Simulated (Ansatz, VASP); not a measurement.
MnGa3 in VASP and in Ansatz

```
CELL_PARAMETERS angstrom
0.00000 3.20282 3.20282
3.20282 0.00000 3.20282
3.20282 3.20282 0.00000
ATOMIC_POSITIONS crystal
Ga 0.25000 0.25000 0.25000
Ga 0.75000 0.75000 0.75000
Ga 0.50000 0.50000 0.50000
Mn 0.00000 0.00000 0.00000
```

Alike in both runs: task single point; functional PBE; k mesh 12 × 12 × 12; occupations gaussian, width 0.1 eV; no spin polarisation.

|  | VASP | Ansatz |
| --- | --- | --- |
| version | VASP 6.6.1 | Ansatz 0.2.0 |
| potentials or method | VASP PAW PBE potentials, release 64 (Ga_d, Mn_pv), cutoff 520 eV | scalar-relativistic, plane waves, PAW |
| valence electrons in the cell | 52 | 54 |

```tsv
	VASP	Ansatz	Ansatz less VASP
gap on the k mesh at the Fermi level (eV)	none	none	-
pressure (GPa)	-6.6	-6.8	-0.18
```

A gap of «none» marks a metal or a gap that the smearing closes. With one functional, cell and mesh, what is left measures potentials, basis and numerics. VASP's potentials hold 52 valence electrons a cell and Ansatz's 54, so a difference there can come from the potentials and not from the codes.
